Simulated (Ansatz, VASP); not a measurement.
**Two plane-wave programs on Co**

The input INCAR:

```
ALGO = Normal ; EDIFF = 1E-7
ENCUT = 520 ; GGA = PE
ISIF = 2 ; ISMEAR = -1
ISPIN = 2 ; LASPH = True
LCHARG = True ; LELF = True
LMAXMIX = 4 ; LORBIT = 11
LREAL = False ; LVHAR = True
LWAVE = False ; MAGMOM = 2 -2
NBANDS = 20 ; NELM = 150
PREC = Accurate ; SIGMA = 0.05
```

Contents of KPOINTS:

```
k-points
0
Gamma
  12 12 7
```

File POSCAR:

```
Co
1.0
    2.4873648738      0.0000000000      0.0000000000
   -1.2436824369      2.1541211692      0.0000000000
    0.0000000000      0.0000000000      4.0632895034
Co
2
Direct
    0.3333333333      0.6666666667      0.7401390000
    0.6666666667      0.3333333333      0.2598610000
```

The input input.yaml:

```yaml
crystal:
  lattice:
    - [2.4873648738, 0.0, 0.0]
    - [-1.2436824369, 2.1541211692, 0.0]
    - [0.0, 0.0, 4.0632895034]
  atoms:
    - { symbol: Co, position: [0.3333333333, 0.6666666667, 0.740139], spin: 2.0 }
    - { symbol: Co, position: [0.6666666667, 0.3333333333, 0.259861], spin: -2.0 }
hamiltonian:
  xc: pbe
  pseudopotentials: { kind: paw }
magnetization:
  spin_polarized: true
kpoints:
  mp_grid: { grid: [12, 12, 7] }
scf:
  occupations: { method: fermi_dirac, width: 0.05 }
output:
  forces: true
  stress: true
  eigenvalues: true
```

Alike in both runs: task single point; functional PBE; k mesh 12 × 12 × 7; occupations fermi-dirac, width 0.05 eV; collinear spin.

|  | VASP | Ansatz |
| --- | --- | --- |
| version | VASP 6.6.1 | Ansatz 0.2.0 |
| potentials or method | VASP PAW PBE potentials, release 64 (Co) | Ansatz PAW |
| plane-wave cutoff (eV) | 520 | 420 |
| valence electrons in the cell | 18 | 34 |

```csv
,VASP,Ansatz,Ansatz less VASP
gap on the k mesh at the Fermi level (eV),none,none,-
pressure (GPa),-6.5,0.8,+7.25
"traceless stress, the component that is largest in VASP (GPa)",0.10,-1.91,-2.010
rms of the force components (eV/Å),0.348,0.285,-0.0631
net moment per atom (μB),0.00,1.64,+1.636
size of the moment on the site where the two differ most (μB),0.96,1.71,+0.754
```

The net moments are unlike, so the other rows may belong to different states. Site moments also hang on the region over which each program counts them. Atom by atom the forces differ by 0.063 eV/Å (rms over components). A gap of «none» marks a metal or a gap that the smearing closes. VASP's potentials hold 18 valence electrons a cell and Ansatz's 34, so a difference there can come from the potentials and not from the codes.
